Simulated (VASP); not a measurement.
A run of VASP 6.6.1 is set up as follows.

File POSCAR:

```
Be
1.0
   -1.2531209500      1.2531209500      1.2531209500
    1.2531209500     -1.2531209500      1.2531209500
    1.2531209500      1.2531209500     -1.2531209500
Be
1
Direct
    0.0000000000      0.0000000000      0.0000000000
```

Contents of INCAR.step1:

```
ALGO     = Normal         # electronic algorithm
EDIFF    = 1E-5           # SCF threshold, eV
ENCUT    = 520            # plane-wave cutoff, eV
GGA      = PE             # functional
GGA_COMPAT= False        
ISIF     = 2              # what is computed and relaxed
ISMEAR   = 0              # smearing method
LASPH    = True           # aspherical terms in the spheres
LCHARG   = False          # write CHGCAR
LREAL    = False          # projectors in reciprocal space
LWAVE    = True           # write WAVECAR
NBANDS   = 7              # bands
NELM     = 120            # most SCF steps
PREC     = Accurate       # precision mode
SIGMA    = 0.02           # smearing width, eV
```

File INCAR.step2:

```
AEXX     = 0.2            # exact-exchange fraction
AGGAC    = 0.81         
AGGAX    = 0.72         
ALDAC    = 0.19         
ALGO     = Normal         # electronic algorithm
EDIFF    = 1E-6           # SCF threshold, eV
ENCUT    = 520            # plane-wave cutoff, eV
GGA      = B3             # functional
GGA_COMPAT= False        
ISIF     = 2              # what is computed and relaxed
ISMEAR   = 0              # smearing method
ISTART   = 1            
IVDW     = 13             # dispersion correction
LASPH    = True           # aspherical terms in the spheres
LCHARG   = False          # write CHGCAR
LHFCALC  = True           # exact exchange
LREAL    = False          # projectors in reciprocal space
LWAVE    = False          # write WAVECAR
NBANDS   = 7              # bands
NELM     = 120            # most SCF steps
PREC     = Accurate       # precision mode
PRECFOCK = Normal       
SIGMA    = 0.02           # smearing width, eV
```

The input KPOINTS:

```
k-points
0
Gamma
  11 11 11
```

Potentials or basis: VASP PAW PBE potentials, release 64 (Be).

Command:

```console
$ cat potpaw_PBE.64/Be/POTCAR > POTCAR
$ cp INCAR.step1 INCAR
$ mpirun -np 1 vasp_std > vasp.out
$ cp INCAR.step2 INCAR
$ mpirun -np 1 vasp_std > vasp.out
```

Estimate the band gap on the k mesh.

zero (bands 1 and 2 overlap by 5.58 eV).

Predict the pressure.

-5.8 GPa.

Caveat: the cell stands under tension; the PAW data sets were made with another functional, which shifts forces and pressure a little.
